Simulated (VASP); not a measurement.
Al2Cu:

```
CELL_PARAMETERS angstrom
2.86524 0.00000 0.00000
-1.43262 2.48137 0.00000
0.00000 0.00000 12.49989
ATOMIC_POSITIONS crystal
Al 0.33333 0.66667 0.50000
Al 0.66667 0.33333 0.00000
Al 0.66667 0.33333 0.31852
Al 0.66667 0.33333 0.68148
Cu 0.33333 0.66667 0.84210
Cu 0.33333 0.66667 0.15790
```

```yaml
Program: VASP 6.6.1
Task: relaxation of cell and atoms
Functional: PBE
Potentials_or_basis: VASP PAW PBE potentials, release 64 (Al, Cu)
Cutoff: 600 eV
k_mesh: 18 × 18 × 4
Occupations: gaussian, width 0.1 eV
Spin: no spin polarisation
```

At the start: pressure 0.0 GPa; volume 14.81 Å³/atom.

Task: Where does the relaxation end?

Result: Over 16 steps the energy falls by 7.5 meV/atom and the volume is 14.73 Å³/atom (-0.6 %); space group P-6m2 (No. 187, to 0.1 Å) before and after.

The path:
| step | energy change (eV) | largest force (eV/Å) | pressure (GPa) | volume (Å³) |
| --- | --- | --- | --- | --- |
| 1 | 0.0000 | 0.0988 | 0.00 | 88.87 |
| 2 | -0.0114 | 0.0874 | -0.30 | 88.87 |
| 3 | -0.0349 | 0.1077 | -0.49 | 88.81 |
| 4 | -0.0388 | 0.1506 | -0.37 | 88.76 |
| 5 | -0.0421 | 0.0869 | 0.32 | 87.92 |
| 6 | -0.0421 | 0.0855 | 0.46 | 87.90 |
| 7 | -0.0440 | 0.0524 | 0.18 | 88.30 |
| 8 | -0.0439 | 0.0628 | 0.00 | 88.42 |
| 9 | -0.0440 | 0.0565 | -0.08 | 88.34 |
| 10 | -0.0440 | 0.0545 | -0.12 | 88.32 |
| 11 | -0.0440 | 0.0538 | 0.01 | 88.31 |
| 12 | -0.0448 | 0.0296 | 0.01 | 88.39 |
| 13 | -0.0450 | 0.0108 | -0.04 | 88.45 |
| 14 | -0.0450 | 0.0120 | -0.14 | 88.45 |
| 15 | -0.0447 | 0.0106 | 0.43 | 88.13 |
| 16 | -0.0450 | 0.0062 | -0.06 | 88.36 |

Final structure:
```xyz
6
Lattice="2.7959 0.0000 0.0000 -1.3980 2.4213 0.0000 0.0000 0.0000 13.0522" Properties=species:S:1:pos:R:3 pbc="T T T"
Al    0.0000    1.6142    6.5261
Al    1.3980    0.8071    0.0000
Al    1.3980    0.8071    4.1138
Al    1.3980    0.8071    8.9384
Cu    0.0000    1.6142   11.0193
Cu    0.0000    1.6142    2.0329
```
